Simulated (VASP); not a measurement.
# Ir (P6_3/mmc) in VASP: notebook

Runs on Ir. Level: PBEsol. Tasks: single point.

Program: VASP 6.6.1. These are calculated values, not measurements. Logs are shortened: lines on timing, memory, paths and dates and some standing lists are left out, and cuts for length are marked.

## 1. The cell of the first run

Symmetry: P6_3/mmc, No. 194, hexagonal system. The conventional cell has a = 2.751 Å, b = 2.751 Å, c = 4.507 Å, α = 90.00°, β = 90.00°, γ = 120.00°. Within 3.6 Å of Ir (site symmetry -6m2) lie 12 Ir at 2.75 to 2.76 Å.

## 2. Single point, PBEsol

Input file INCAR:

```
SYSTEM = Ir
PREC = Accurate
ENCUT = 520
EDIFF = 1E-6
ISMEAR = -1
SIGMA = 0.05
LREAL = .False.
LASPH = .True.
NELM = 80
ALGO = Normal
ISIF = 2
LWAVE = .False.
LCHARG = .False.
GGA = PS
NBANDS = 16
```

Input file KPOINTS:

```
regular mesh
0
Gamma
  9 9 5
  0 0 0
```

Input file POSCAR:

```
Ir
1.0
    2.7513778946      0.0000000000      0.0000000000
   -1.3756889473      2.3827631521      0.0000000000
    0.0000000000      0.0000000000      4.5069129000
Ir
2
Direct
    0.3333333333      0.6666666667      0.2500000000
    0.6666666667      0.3333333333      0.7500000000
```

Potentials or basis: VASP PAW PBE potentials, release 64 (Ir).

Started as:

```sh
$ cat potpaw_PBE.64/Ir/POTCAR > POTCAR
$ mpirun -np 1 vasp_std > vasp.out
```

OUTCAR:

```text
SYSTEM = Ir
   PREC = Accurate
   ENCUT = 520
   EDIFF = 1E-6
   ISMEAR = -1
   LREAL = .False.
   LASPH = .True.
   NELM = 80
   ISIF = 2
   GGA = PS

 ion  position               nearest neighbor table
   1  0.333  0.667  0.250-   2 2.76   2 2.76   2 2.76   2 2.76   2 2.76   2 2.76
   2  0.667  0.333  0.750-   1 2.76   1 2.76   1 2.76   1 2.76   1 2.76   1 2.76

  LATTYP: Found a hexagonal cell.
 ALAT       =     2.7513778946
 C/A-ratio  =     1.6380566657

  Lattice vectors:

 A1 = (   2.7513778946,   0.0000000000,   0.0000000000)
 A2 = (  -1.3756889473,   2.3827631521,   0.0000000000)
 A3 = (   0.0000000000,   0.0000000000,   4.5069129000)

Analysis of symmetry for initial positions (statically):
=====================================================================
 Subroutine PRICEL returns:
 Original cell was already a primitive cell.

 Routine SETGRP: Setting up the symmetry group for a
 hexagonal supercell.

 Subroutine GETGRP returns: Found 24 space group operations
 (whereof 12 operations were pure point group operations)
 out of a pool of 24 trial point group operations.

The static configuration has the point symmetry D_3d.
 The point group associated with its full space group is D_6h.

Analysis of symmetry for dynamics (positions and initial velocities):
=====================================================================
 Subroutine PRICEL returns:
 Original cell was already a primitive cell.

 Routine SETGRP: Setting up the symmetry group for a
 hexagonal supercell.

 Subroutine GETGRP returns: Found 24 space group operations
 (whereof 12 operations were pure point group operations)
 out of a pool of 24 trial point group operations.

The dynamic configuration has the point symmetry D_3d.
 The point group associated with its full space group is D_6h.

 Subroutine INISYM returns: Found 24 space group operations
 (whereof 12 operations are pure point group operations),
 and found     1 'primitive' translations

----------------------------------------------------------------------------------------

                                     Primitive cell

  volume of cell :      29.5468

  direct lattice vectors                    reciprocal lattice vectors
     2.751377895  0.000000000  0.000000000     0.363454254  0.209840411  0.000000000
    -1.375688947  2.382763152  0.000000000     0.000000000  0.419680823  0.000000000
     0.000000000  0.000000000  4.506912900     0.000000000  0.000000000  0.221881368

  length of vectors
     2.751377895  2.751377895  4.506912900     0.419680823  0.419680823  0.221881368

  position of ions in fractional coordinates (direct lattice)
     0.333333333  0.666666667  0.250000000
     0.666666667  0.333333333  0.750000000

  ion indices of the primitive-cell ions
   primitive index   ion index
                 1           1
                 2           2

----------------------------------------------------------------------------------------

 KPOINTS: regular mesh

Automatic generation of k-mesh.
 Grid dimensions read from file:
 generate k-points for:    9    9    5

 Generating k-lattice:

  Cartesian coordinates                     Fractional coordinates (reciprocal lattice)
     0.040383806  0.023315601  0.000000000     0.111111111  0.000000000  0.000000000
     0.000000000  0.046631203  0.000000000     0.000000000  0.111111111  0.000000000
     0.000000000  0.000000000  0.044376274     0.000000000  0.000000000  0.200000000

  Length of vectors
     0.046631203  0.046631203  0.044376274

  Shift w.r.t. Gamma in fractional coordinates (k-lattice)
     0.000000000  0.000000000  0.000000000

 Subroutine IBZKPT returns following result:
 ===========================================

 Found     36 irreducible k-points:

 Following reciprocal coordinates:
            Coordinates               Weight
  0.000000  0.000000  0.000000      1.000000
  0.111111 -0.000000  0.000000      6.000000
  0.222222 -0.000000  0.000000      6.000000
  0.333333  0.000000  0.000000      6.000000
  0.444444 -0.000000  0.000000      6.000000
  0.111111  0.111111  0.000000      6.000000
[... 16 lines left out ...]
  0.333333  0.222222  0.200000     24.000000
  0.333333  0.333333  0.200000      4.000000
 [... further k-points ...]
   k-points           NKPTS =     36   k-points in BZ     NKDIM =     36   number of bands    NBANDS=     16
   number of dos      NEDOS =    301   number of ions     NIONS =      2
   total plane-waves  NPLWV =  14400
   dimension x,y,z NGX =    20 NGY =   20 NGZ =   36
   dimension x,y,z NGXF=    40 NGYF=   40 NGZF=   72
   ions per type =               2
   NGX,Y,Z   is equivalent  to a cutoff of  12.08, 12.08, 13.28 a.u.
   NGXF,Y,Z  is equivalent  to a cutoff of  24.17, 24.17, 26.56 a.u.
 SYSTEM =  Ir
   PREC   = accura    normal or accurate (medium, high low for compatibility)
   ISTART =      0    job   : 0-new  1-cont  2-samecut
   ICHARG =      2    charge: 1-file 2-atom 10-const
   ISPIN  =      1    spin polarized calculation?
   LNONCOLLINEAR =      F non collinear calculations
   LSORBIT =      F    spin-orbit coupling
   LASPH  =      T    aspherical Exc in radial PAW
   ENCUT  =  520.0 eV  38.22 Ry    6.18 a.u.   5.12  5.12  8.38*2*pi/ulx,y,z
   NELM   =     80;   NELMIN=  2; NELMDL= -5     # of ELM steps
   EDIFF  = 0.1E-05   stopping-criterion for ELM
   LREAL  =      F    real-space projection
   EDIFFG = 0.1E-04   stopping-criterion for IOM
   NSW    =      0    number of steps for IOM
   IBRION =     -1    ionic relax: 0-MD 1-quasi-New 2-CG
   NFREE  =      0    steps in history (QN), initial steepest desc. (CG)
   ISIF   =      2    stress and relaxation
   ISYM   =      2    0-nonsym 1-usesym 2-fastsym
   POTIM  = 0.5000    time-step for ionic-motion
   TEBEG  =    0.0;   TEEND  =   0.0 temperature during run
   PSTRESS=    0.0 pullay stress
   NELECT =      18.0000    total number of electrons
   NUPDOWN=      -1.0000    fix difference up-down
   EMIN   =  10.00;   EMAX   =-10.00  energy-range for DOS
   EFERMI =   0.00;   METHOD = LEGACY
   ISMEAR =    -1;   SIGMA  =   0.05  broadening in eV -4-tet -1-fermi 0-gaus
   EFERMI_NEDOS =   21; number of points for ismear=-14 and -15
   IALGO  =     38    algorithm
   IMIX   =      4    mixing-type and parameters
     AMIX     =   0.40;   BMIX     =  1.00
     AMIX_MAG =   1.60;   BMIX_MAG =  1.00
  volume/ion in A,a.u.               =      14.77        99.70
  Fermi-wavevector in a.u.,A,eV,Ry     =   1.387806  2.622574 26.204913  1.926007
  Thomas-Fermi vector in A             =   2.511993
   LORBIT       =      0    0 simple, 1 ext, 2 COOP (PROOUT), +10 PAW based schemes
   GGA     = PS    functional components
   LHFCALC =     F    Hartree Fock is set to
   AEXX    =    0.0000 exact exchange contribution
   IVDW    =     0    specifies the selected vdW correction
   LEPSILON=     F    determine dielectric tensor
   LRPA    =     F    only Hartree local field effects (RPA)
 non-spin polarized calculation
  energy-cutoff  :      520.00
  volume of cell :       29.55
 maximum number of plane-waves:       804
   NGX = 11   NGY = 11   NGZ = 17

 number of electron      18.0000001 magnetization

 Free energy of the ion-electron system (eV)
  ---------------------------------------------------
  ext. energy  EPLUGINS =         0.00000000
  ---------------------------------------------------
  free energy    TOTEN  =       -19.42468956 eV

  energy without entropy =      -19.40295307  energy(sigma->0) =      -19.41382132

 E-fermi :   9.5347     XC(G=0): -13.8492

 val. band max:        9.5194432705   @ k =   0.3333   0.3333   0.0000
 cond. band min:       9.5742224353   @ k =   0.3333   0.1111   0.2000
 fundamental gap:      0.0547791648
 Fermi energy:         9.5347281785

 k-point     1 :       0.0000    0.0000    0.0000
  band No.  band energies     occupation
      1      -1.2184      2.00000
      2       1.8179      2.00000
      3       5.7937      2.00000
      4       6.0205      2.00000
      5       6.0205      2.00000
      6       6.6156      2.00000
[... 8 lines left out ...]
     15      25.8869      0.00000
     16      26.9908      0.00000

 k-point     2 :       0.1111   -0.0000    0.0000
  band No.  band energies     occupation
      1      -0.7591      2.00000
      2       2.2222      2.00000
      3       5.3666      2.00000
      4       6.2838      2.00000
      5       6.4060      2.00000
      6       6.4794      2.00000
[... 8 lines left out ...]
     15      26.4711      0.00000
     16      27.4725      0.00000

 k-point     3 :       0.2222   -0.0000    0.0000
  band No.  band energies     occupation
      1       0.4595      2.00000
      2       2.9931      2.00000
      3       4.9422      2.00000
      4       5.0640      2.00000
      5       5.8617      2.00000
      6       6.6313      2.00000
[... 8 lines left out ...]
     15      26.0172      0.00000
     16      26.0665      0.00000

 k-point     4 :       0.3333    0.0000    0.0000
  band No.  band energies     occupation
      1       1.8158      2.00000
      2       2.9024      2.00000
      3       3.8194      2.00000
      4       5.3398      2.00000
      5       6.1246      2.00000
      6       6.1277      2.00000
[... 8 lines left out ...]
     15      23.2697      0.00000
     16      24.2826      0.00000
[... 324 lines left out ...]
 k-point    22 :       0.2222    0.2222    0.2000
  band No.  band energies     occupation
      1       2.8325      2.00000
      2       3.4268      2.00000
      3       4.1876      2.00000
      4       4.4318      2.00000
      5       5.7167      2.00000
      6       6.0987      2.00000
[... 8 lines left out ...]
     15      21.3823      0.00000
     16      24.6712      0.00000

 k-point    23 :       0.3333    0.2222    0.2000
  band No.  band energies     occupation
      1       2.9921      2.00000
      2       3.7818      2.00000
      3       3.9880      2.00000
      4       4.5294      2.00000
      5       5.4810      2.00000
      6       6.2303      2.00000
[... 8 lines left out ...]
     15      20.8216      0.00000
     16      23.4603      0.00000

 k-point    24 :       0.3333    0.3333    0.2000
  band No.  band energies     occupation
      1       3.4704      2.00000
      2       3.9239      2.00000
      3       3.9239      2.00000
      4       4.8006      2.00000
      5       5.6237      2.00000
      6       5.6237      2.00000
[... 8 lines left out ...]
     15      20.4008      0.00000
     16      21.3342      0.00000

 [... further k-points ...]

------------------------ aborting loop because EDIFF is reached ----------------------------------------

  FORCE on cell =-STRESS in cart. coord.  units (eV):
  Direction    XX          YY          ZZ          XY          YZ          ZX
  --------------------------------------------------------------------------------------
  -------------------------------------------------------------------------------------
  Total       -2.4809230     -2.4809230     -3.3160067     -0.0000000      0.0000000      0.0000000
  in kB     -134.5282759   -134.5282759   -179.8107661     -0.0000000      0.0000000      0.0000000
  external PRESSURE =    -149.6224393 kB  Pullay stress =       0.0000000 kB

 VOLUME and BASIS-vectors are now :
 -----------------------------------------------------------------------------
  energy-cutoff  :      520.00
  volume of cell :       29.55
      direct lattice vectors                 reciprocal lattice vectors
     2.751377895  0.000000000  0.000000000     0.363454254  0.209840411  0.000000000
    -1.375688947  2.382763152  0.000000000     0.000000000  0.419680823  0.000000000
     0.000000000  0.000000000  4.506912900     0.000000000  0.000000000  0.221881368

 POSITION                                       TOTAL-FORCE (eV/Angst)
 -----------------------------------------------------------------------------------
     -0.00000      1.58851      1.12673        -0.000000     -0.000000      0.000000
      1.37569      0.79425      3.38018         0.000000      0.000000      0.000000
 -----------------------------------------------------------------------------------
    total drift:                                0.000000     -0.000000     -0.000000

  FREE ENERGIE OF THE ION-ELECTRON SYSTEM (eV)
  ---------------------------------------------------
  free  energy   TOTEN  =       -19.4246895639 eV

  energy  without entropy=      -19.4029530668  energy(sigma->0) =      -19.41382132
```

Wall time 5.9 s (1 thread of Intel Xeon 6975P-C (Granite Rapids), shared host); peak memory 0.14 GiB.

What came out:

```
Free energy            : -19.4247 eV
Pressure               : -15.0 GPa
Band gap on the k mesh : zero (band 9 reaches 10.46 eV, above the bottom of band 10 at 7.56 eV)
```

Levels at points of the mesh, in eV from the Fermi level:
| k point | band 7 | band 8 | band 9 | band 10 | band 11 | band 12 |
| --- | --- | --- | --- | --- | --- | --- |
| (0.00, 0.00, 0.00) | -2.92 | -2.09 | -2.09 | -0.78 | 0.33 | 0.33 |

Caveat: the PAW data sets were made with another functional, which shifts forces and pressure a little; spin-orbit coupling is left out, which moves the levels of the heavy elements.

(Part 1 of 2 ends here.)
